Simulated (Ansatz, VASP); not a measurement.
**C in VASP and in Ansatz**

```xyz
4
Lattice="2.4558 0.0000 0.0000 -1.2279 2.1268 0.0000 0.4222 0.0000 7.0364" Properties=species:S:1:pos:R:3 pbc="T T T"
C     0.1055    0.0000    1.7591
C     0.3166    0.0000    5.2773
C     0.1055    1.4179    1.7591
C     1.5445    0.7089    5.2773
```

Alike in both runs: task single point; functional r2SCAN; k mesh 24 × 24 × 8; occupations gaussian, width 0.1 eV; no spin polarisation.

```csv
,VASP,Ansatz
version,VASP 6.6.1,Ansatz 0.2.0
potentials or method,"VASP PAW PBE potentials, release 64 (C), cutoff 520 eV","scalar-relativistic, plane waves, PAW"
valence electrons in the cell,16,16
```

|  | VASP | Ansatz | Ansatz less VASP |
| --- | --- | --- | --- |
| pressure (GPa) | 0.7 | 0.0 | -0.65 |
| traceless stress, the component that is largest in VASP (GPa) | -0.68 | 0.07 | +0.753 |

VASP's potentials were made for PBE, not for r2SCAN. Ansatz's warnings: band edges overlap.
